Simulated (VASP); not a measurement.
**BN: single point with PBEsol**

The system is BN.

```
B N
1.0
     2.43470    0.00000    0.00000
    -1.21735    2.10851    0.00000
     0.00000    0.00000    6.48930
B N
2 2
Direct
  0.00000 0.00000 0.50000
  0.33333 0.66667 0.00000
  0.00000 0.00000 0.00000
  0.66667 0.33333 0.50000
```

This cell differs from its parent crystal: strain -0.030 along x and y, -0.030 along z.

```json
{
  "Program": "VASP 6.6.1",
  "Task": "single point",
  "Functional": "PBEsol",
  "Potentials or basis": "VASP PAW PBE potentials, release 64 (B, N)",
  "Cutoff": "520 eV",
  "k mesh": "12 × 12 × 4",
  "Occupations": "gaussian, width 0.05 eV",
  "Spin": "no spin polarisation"
}
```

```json
{
  "Pressure": "24.3 GPa",
  "Band gap on the k mesh": "4.39 eV, indirect (least direct gap 4.59 eV)"
}
```

Stress tensor (GPa, compression positive):
```
35.85  0.00  0.00
 0.00 35.85  0.00
 0.00  0.00  1.32
```

Levels at points of the mesh, in eV from the valence-band top:
```tsv
k point	band 5	band 6	band 7	band 8	band 9	band 10	band 11	band 12
(0.00, 0.00, 0.00)	-1.30	-1.30	-1.18	-1.18	5.10	10.63	12.16	12.16
(0.50, 0.00, 0.00)	-4.35	-4.22	-1.48	-0.79	4.39	5.67	10.35	10.46
(0.00, 0.00, 0.50)	-1.29	-1.29	-1.18	-1.18	7.70	7.73	12.18	12.18
(0.50, 0.00, 0.50)	-4.34	-4.23	-1.12	-1.02	4.68	4.74	10.66	10.75
```

It took 21 s on 1 thread of Intel(R) Xeon(R) Platinum 8259CL CPU @ 2.50GHz (Skylake/Cascade Lake) (shared host), peak memory 0.15 GiB.

Caveat: the cell differs from its parent crystal (strain -0.030 along x and y, -0.030 along z); the PAW data sets were made with another functional, which shifts forces and pressure a little; this functional lacks dispersion, which binds the layers, so the pressure and a relaxed spacing across them are unreliable. A k mesh can miss the band edges.
